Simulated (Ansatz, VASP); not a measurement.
AgBr in VASP and in Ansatz

```
Ag Br
1.0
     2.85453    2.85453    0.00000
    -2.85453    2.85453    0.00000
     0.00000    2.85453    2.85453
Ag Br
1 1
Direct
  0.00000 0.00000 0.00000
  0.50000 0.50000 0.00000
```

Alike in both runs: task single point; functional r2SCAN; k mesh 8 × 8 × 8; no spin polarisation.

```csv
,VASP,Ansatz
version,VASP 6.6.1,Ansatz 0.2.0
potentials or method,"VASP PAW PBE potentials, release 64 (Ag, Br)","PAW with Ansatz's default frozen-core files, scalar-relativistic"
plane-wave cutoff (eV),550,500
occupations,"gaussian, width 0.01 eV",fixed
valence electrons in the cell,18,26
```

```tsv
	VASP	Ansatz	Ansatz less VASP
gap on the k mesh at the Fermi level (eV)	1.25	1.30	+0.048
pressure (GPa)	1.9	2.0	+0.04
```

VASP's potentials were made for PBE, not for r2SCAN. VASP's potentials hold 18 valence electrons a cell and Ansatz's 26, so a difference there can come from the potentials and not from the codes.
